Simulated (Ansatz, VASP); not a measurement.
One calculation of Tl, two programs

File INCAR:

```
  ALGO = Fast
  EDIFF = 1E-6
  ENCUT = 520
  GGA = PS
  ISIF = 2
  ISMEAR = 0
  LASPH = True
  LCHARG = False
  LREAL = False
  LWAVE = False
  NBANDS = 20
  NELM = 80
  PREC = Accurate
  SIGMA = 0.15
```

The input KPOINTS:

```
k-points
0
Gamma
  18 18 10
```

The input POSCAR:

```
Tl
1.0
    3.7228613740      0.0000000000      0.0000000000
   -1.8614306870      3.2240925246      0.0000000000
    0.0000000000      0.0000000000      4.7613006650
Tl
2
Direct
    0.3333333333      0.6666666667      0.2500000000
    0.6666666667      0.3333333333      0.7500000000
```

Input for Ansatz:

```yaml
crystal:
  lattice:
    - [3.722861374, 0.0, 0.0]
    - [-1.861430687, 3.2240925246, 0.0]
    - [0.0, 0.0, 4.761300665]
  atoms:
    - { symbol: Tl, position: [0.3333333333, 0.6666666667, 0.25] }
    - { symbol: Tl, position: [0.6666666667, 0.3333333333, 0.75] }
basis:
  ecutwfc: 420
kpoints:
  mp_grid: { grid: [18, 18, 10] }
hamiltonian:
  xc: pbesol
scf:
  occupations: { method: gaussian, width: 0.15 }
output:
  forces: true
  stress: true
  eigenvalues: true
```

Alike in both runs: task single point; functional PBEsol; k mesh 18 × 18 × 10; occupations gaussian, width 0.15 eV; no spin polarisation.

```csv
,VASP,Ansatz
version,VASP 6.6.1,Ansatz 0.2.0
potentials or method,"VASP PAW PBE potentials, release 64 (Tl_d), cutoff 520 eV","scalar-relativistic, plane waves, PAW"
valence electrons in the cell,26,26
```

```csv
,VASP,Ansatz,Ansatz less VASP
gap on the k mesh at the Fermi level (eV),none,none,-
pressure (GPa),1.2,1.3,+0.10
"traceless stress, the component that is largest in VASP (GPa)",2.44,2.44,-0.001
```

VASP's potentials were made for PBE, not for PBEsol. A gap of «none» marks a metal or a gap that the smearing closes. With one functional, cell and mesh, what is left measures potentials, basis and numerics.

Spin-orbit coupling is off throughout.
